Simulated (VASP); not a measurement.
Set up this calculation in VASP 6.6.1, as the native input.

- Task: single point
- Functional: PBEsol
- Potentials or basis: VASP PAW PBE potentials, release 64 (Ti_sv, O)
- Cutoff: 520 eV
- k mesh: 18 × 18 × 14
- Occupations: methfessel-paxton, width 0.5 eV
- Spin: no spin polarisation
- Dipole correction: no
- Further INCAR settings: ALGO = Normal; EDIFF = 1e-06; NBANDS = 16

The structure of TiO lies in POSCAR:

```
TiO
1.0
    3.0309987015      0.0000000000      0.0000000000
   -1.5154993507      2.6249218743      0.0000000000
    0.0000000000      0.0000000000      3.2377000000
Ti O
1 1
Direct
    0.6666666667      0.3333333333      0.0000000000
    0.0000000000      0.0000000000      0.5000000000
```

These files were run (other wordings do the same):

INCAR

```
SYSTEM = TiO
PREC = Accurate ; ENCUT = 520
EDIFF = 1E-6 ; ISMEAR = 1
SIGMA = 0.5 ; LREAL = .FALSE.
LASPH = .TRUE. ; NELM = 80
ALGO = Normal ; ISIF = 2
LWAVE = .FALSE. ; LCHARG = .FALSE.
GGA = PS ; NBANDS = 16
```

KPOINTS

```
regular mesh
0
G
  18 18 14
  0 0 0
```

Potentials or basis: VASP PAW PBE potentials, release 64 (Ti_sv, O).

The run is started by

```sh
$ cat potpaw_PBE.64/Ti_sv/POTCAR potpaw_PBE.64/O/POTCAR > POTCAR
$ mpirun -np 1 vasp_std > vasp.out
```

Results of the run:

```
Pressure               : -40.7 GPa
Band gap on the k mesh : 0.03 eV
```

Caveat: the stress differs along the axes, from -54 to -34 GPa; the smearing spreads over this small gap; the PAW data sets were made with another functional, which shifts forces and pressure a little.

Run time: 62 s on 1 thread of Intel(R) Xeon(R) Platinum 8488C (Sapphire Rapids) (shared host), peak memory 0.23 GiB.
